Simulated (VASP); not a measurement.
Write the native input for VASP 6.6.1 that does the following.

```yaml
Task: single point
Functional: r2SCAN
Potentials_or_basis: VASP PAW PBE potentials, release 64 (Zr_sv)
Cutoff: 520 eV
k_mesh: 8 × 8 × 8
Occupations: gaussian, width 0.1 eV
Spin: no spin polarisation
Dipole_correction: no
Further_INCAR_settings: ALGO = Normal; EDIFF = 1e-06; NBANDS = 12
```

Zr:

```
Zr
1.0
     0.00000    2.26300    2.26300
     2.26300    0.00000    2.26300
     2.26300    2.26300    0.00000
Zr
1
Cartesian
  0.0000 0.0000 0.0000
```

These files were run (other wordings do the same):

POSCAR

```
Zr
1.0
    0.0000000000      2.2629968998      2.2629968998
    2.2629968998      0.0000000000      2.2629968998
    2.2629968998      2.2629968998      0.0000000000
Zr
1
Direct
    0.0000000000      0.0000000000      0.0000000000
```

INCAR.step1

```
PREC = Accurate ; ENCUT = 520
ISMEAR = 0 ; SIGMA = 0.1
LREAL = F ; LASPH = T
NELM = 60 ; NBANDS = 12
GGA = PE ; ALGO = Normal
EDIFF = 1E-4 ; LWAVE = T
LCHARG = F
```

INCAR.step2

```
PREC = Accurate ; ENCUT = 520
EDIFF = 1E-6 ; ISMEAR = 0
SIGMA = 0.1 ; LREAL = F
LASPH = T ; NELM = 60
ALGO = Normal ; ISIF = 2
LWAVE = F ; LCHARG = F
METAGGA = R2SCAN ; LMIXTAU = T
NBANDS = 12 ; ISTART = 1
```

KPOINTS

```
regular mesh
0
Gamma
  8 8 8
```

Potentials or basis: VASP PAW PBE potentials, release 64 (Zr_sv).

Launch:

```bash
$ cat potpaw_PBE.64/Zr_sv/POTCAR > POTCAR
$ cp INCAR.step1 INCAR
$ mpirun -np 1 vasp_std > vasp.out
$ cp INCAR.step2 INCAR
$ mpirun -np 1 vasp_std > vasp.out
```

It gave:

The pressure is 0.1 GPa. The band gap on the k mesh is zero (band 6 reaches 10.09 eV, above the bottom of band 7 at 8.53 eV).

Caveat: the PAW data sets were made with another functional, which shifts forces and pressure a little.

It took 27 s on 1 thread of Intel(R) Xeon(R) Platinum 8488C (Sapphire Rapids), on a shared host, peak memory 0.14 GiB.
